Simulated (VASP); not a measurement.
A run of VASP 6.6.1:

INCAR

```
AGGAC = 1.0
AGGAX = 1.0
ALDAC = 0.0
ALDAX = 1.0
ALGO = Normal
EDIFF = 1E-7
ENCUT = 520
GGA = B5
ISIF = 2
ISMEAR = -1
LASPH = T
LCHARG = F
LREAL = F
LWAVE = F
NBANDS = 12
NELM = 80
PREC = Accurate
SIGMA = 0.1
```

Contents of KPOINTS:

```
k-points
0
Gamma
  16 16 16
```

File POSCAR:

```
La
1.0
    0.0000000000      2.7151865931      2.7151865931
    2.7151865931      0.0000000000      2.7151865931
    2.7151865931      2.7151865931      0.0000000000
La
1
Direct
    0.0000000000      0.0000000000      0.0000000000
```

Potentials or basis: VASP PAW PBE potentials, release 64 (La).

The run is started by

```bash
$ cat potpaw_PBE.64/La/POTCAR > POTCAR
$ mpirun -np 1 vasp_std > vasp.out
```

Hardware: 1 thread of Intel Xeon 8259CL (shared host).

**Question.** How long does it take, and how much memory?

**Answer.** Wall time 3.7 min on 1 thread of Intel Xeon 8259CL, on a shared host, peak memory 0.24 GiB. Counts: scf iterations 14, k points 145.
